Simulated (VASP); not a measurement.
Input of a VASP 6.6.1 run:

File INCAR:

```
SYSTEM = Mo6N
PREC = Accurate
ENCUT = 600
EDIFF = 1E-7
ISMEAR = 0
SIGMA = 0.1
LREAL = .FALSE.
LASPH = .TRUE.
NELM = 100
ALGO = Normal
ISIF = 3
LWAVE = .FALSE.
LCHARG = .FALSE.
GGA = PE
IBRION = 2
NSW = 100
EDIFFG = -0.01
```

File KPOINTS:

```
regular mesh
0
G
  6 6 6
  0 0 0
```

The input POSCAR:

```
Mo6N
1.0
    6.0846501341      0.0000000000      0.0000000000
    0.0000000000      6.0846501341      0.0000000000
    0.0000000000      0.0000000000      6.0846501341
Mo N
6 1
Direct
    0.2047132492      0.5000000000      0.5000000000
    0.5000000000      0.2047132492      0.5000000000
    0.7952867508      0.5000000000      0.5000000000
    0.5000000000      0.7952867508      0.5000000000
    0.5000000000      0.5000000000      0.2047132492
    0.5000000000      0.5000000000      0.7952867508
    0.0000000000      0.0000000000      0.0000000000
```

Potentials or basis: VASP PAW PBE potentials, release 64 (Mo_sv, N).

The run is started by

```console
$ cat potpaw_PBE.64/Mo_sv/POTCAR potpaw_PBE.64/N/POTCAR > POTCAR
$ mpirun -np 1 vasp_std > vasp.out
```

Problem. Estimate the relaxed volume.

Solution. 32.27 Å³/atom.

Problem. Predict the relaxed cell.

Solution. a = 6.090 Å, b = 6.090 Å, c = 6.090 Å, α = 90.00°, β = 90.00°, γ = 90.00°.

Problem. What does it give for the space group after relaxing (to 0.05 Å)?

Solution. Pm-3m (No. 221).

Step by step:
| step | energy change (eV) | largest force (eV/Å) | pressure (GPa) | volume (Å³) |
| --- | --- | --- | --- | --- |
| 1 | 0.0000 | 0.1152 | 0.27 | 225.27 |
| 2 | 0.0035 | 0.1979 | -0.62 | 227.07 |
| 3 | -0.0011 | 0.0091 | -0.03 | 225.86 |
